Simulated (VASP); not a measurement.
Crystal: TiAl (sol).

```
CELL_PARAMETERS angstrom
3.17906 0.00000 0.00000
0.00000 3.17906 0.00000
0.00000 0.00000 3.17906
ATOMIC_POSITIONS crystal
Ti 0.00000 0.00000 0.00000
Al 0.50000 0.50000 0.50000
```

| Quantity | Value |
| --- | --- |
| Program | VASP 6.6.1 |
| Task | relaxation of cell and atoms |
| Functional | PBEsol |
| Potentials or basis | VASP PAW PBE potentials, release 64 (Ti_sv, Al) |
| Cutoff | 600 eV |
| k mesh | 14 × 14 × 14 |
| Occupations | gaussian, width 0.1 eV |
| Spin | no spin polarisation |

At the start: pressure -2.4 GPa; volume 16.06 Å³/atom.

**Question.** How do energy, volume and symmetry change on relaxing?

**Answer.** Over 13 steps the energy falls by 2.6 meV/atom and the volume is 15.73 Å³/atom (-2.1 %); space group Pm-3m (No. 221, to 0.05 Å).

The path:
```
step  energy change (eV)  largest force (eV/Å)  pressure (GPa)  volume (Å³)
   1              0.0000                0.0000           -2.42        32.13
   2             -0.0030                0.0000            1.61        31.01
   3             -0.0052                0.0000            0.20        31.45
   4             -0.0052                0.0000           -0.16        31.50
   5             -0.0052                0.0000           -0.17        31.48
   6             -0.0052                0.0000           -0.10        31.46
   7             -0.0052                0.0000           -0.06        31.46
   8             -0.0052                0.0000           -0.05        31.46
   9             -0.0052                0.0000           -0.05        31.46
  10             -0.0052                0.0000           -0.05        31.46
  11             -0.0052                0.0000           -0.04        31.46
  12             -0.0052                0.0000           -0.03        31.46
  13             -0.0052                0.0000           -0.01        31.45
```

Final structure:
```
Ti Al
1.0
     3.15661    0.00000    0.00000
     0.00000    3.15661    0.00000
     0.00000    0.00000    3.15661
Ti Al
1 1
Direct
  0.00000 0.00000 0.00000
  0.50000 0.50000 0.50000
```

Caveat: the PAW data sets were made with another functional, which shifts forces and pressure a little.
